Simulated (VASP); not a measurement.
# C: single point with PBE

The system is C.

```
C
1.0
     1.17568   -2.28557    0.00000
     1.17568    2.28557    0.00000
     0.00000    0.00000    8.70702
C
4
Cartesian
  1.1757 1.9046 6.5329
  1.1757 -0.3809 2.1741
  1.1757 -1.9046 2.1741
  1.1757 0.3809 6.5329
```

This cell differs from its parent crystal: normal strain along x -0.0467, normal strain along y +0.0700.

```
Program                : VASP 6.6.1
Task                   : single point
Functional             : PBE
Potentials or basis    : VASP PAW PBE potentials, release 64 (C)
Cutoff                 : 520 eV
k mesh                 : 18 × 18 × 6
Occupations            : gaussian, width 0.15 eV
Spin                   : no spin polarisation
Dipole correction      : no
Further INCAR settings : ALGO = Normal; EDIFF = 1e-06; NBANDS = 16
```

The pressure is -3.5 GPa and the largest force is 0.676 eV/Å.

Forces on the atoms (eV/Å):
```
C    0.000 -0.676  0.000
C    0.000 -0.676  0.000
C    0.000  0.676  0.000
C    0.000  0.676  0.000
```

Stress tensor (GPa, compression positive):
```
 33.01   0.00   0.00
  0.00 -43.39   0.00
  0.00   0.00  -0.03
```

Run time: 3.7 min on 1 thread of AMD EPYC 7R43 64-Core Processor (Zen 3) (shared host), peak memory 0.28 GiB.

Caveat: the cell differs from its parent crystal (normal strain along x -0.0467, normal strain along y +0.0700); the stress differs along the axes, from -43 to 33 GPa; this functional lacks dispersion, which binds layers or chains, so the pressure and a relaxed spacing across them are unreliable.
